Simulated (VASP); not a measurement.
Input of a VASP 6.6.1 run:

POSCAR

```
Sc2Al
1.0
    4.8986562717      0.0000000000      0.0000000000
   -2.4493281358      4.2423607757      0.0000000000
    0.0000000000      0.0000000000      6.1597575432
Sc Al
4 2
Direct
    0.0000000000      0.0000000000      0.0000000000
    0.0000000000      0.0000000000      0.5000000000
    0.3333333333      0.6666666667      0.7500000000
    0.6666666667      0.3333333333      0.2500000000
    0.3333333333      0.6666666667      0.2500000000
    0.6666666667      0.3333333333      0.7500000000
```

INCAR.step1

```
PREC     = Accurate       # precision mode
ENCUT    = 520            # plane-wave cutoff, eV
ISMEAR   = 0              # smearing method
SIGMA    = 0.1            # smearing width, eV
LREAL    = F              # projectors in reciprocal space
LASPH    = T              # aspherical terms in the spheres
NELM     = 80             # most SCF steps
NBANDS   = 34             # bands
GGA      = PE             # functional
ALGO     = Normal         # electronic algorithm
EDIFF    = 1E-4           # SCF threshold, eV
LWAVE    = T              # write WAVECAR
LCHARG   = F              # write CHGCAR
```

The input INCAR.step2:

```
PREC     = Accurate       # precision mode
ENCUT    = 520            # plane-wave cutoff, eV
EDIFF    = 1E-6           # SCF threshold, eV
ISMEAR   = 0              # smearing method
SIGMA    = 0.1            # smearing width, eV
LREAL    = F              # projectors in reciprocal space
LASPH    = T              # aspherical terms in the spheres
NELM     = 80             # most SCF steps
ALGO     = Normal         # electronic algorithm
ISIF     = 2              # what is computed and relaxed
LWAVE    = F              # write WAVECAR
LCHARG   = F              # write CHGCAR
METAGGA  = R2SCAN         # meta-GGA
LMIXTAU  = T            
NBANDS   = 34             # bands
ISTART   = 1
```

Contents of KPOINTS:

```
Automatic mesh
0
Gamma
  12 12 6
```

Potentials or basis: VASP PAW PBE potentials, release 64 (Sc_sv, Al).

The run is started by

```console
$ cat potpaw_PBE.64/Sc_sv/POTCAR potpaw_PBE.64/Al/POTCAR > POTCAR
$ cp INCAR.step1 INCAR
$ mpirun -np 1 vasp_std > vasp.out
$ cp INCAR.step2 INCAR
$ mpirun -np 1 vasp_std > vasp.out
```

Problem. Predict the band gap on the k mesh.

Solution. Zero (bands 25 and 26 overlap by 0.73 eV).

Problem. Predict the pressure.

Solution. -0.1 GPa.

Stress tensor (GPa, compression positive):
```
-0.22  0.00  0.00
 0.00 -0.22  0.00
 0.00  0.00  0.13
```

Caveat: the PAW data sets were made with another functional, which shifts forces and pressure a little.
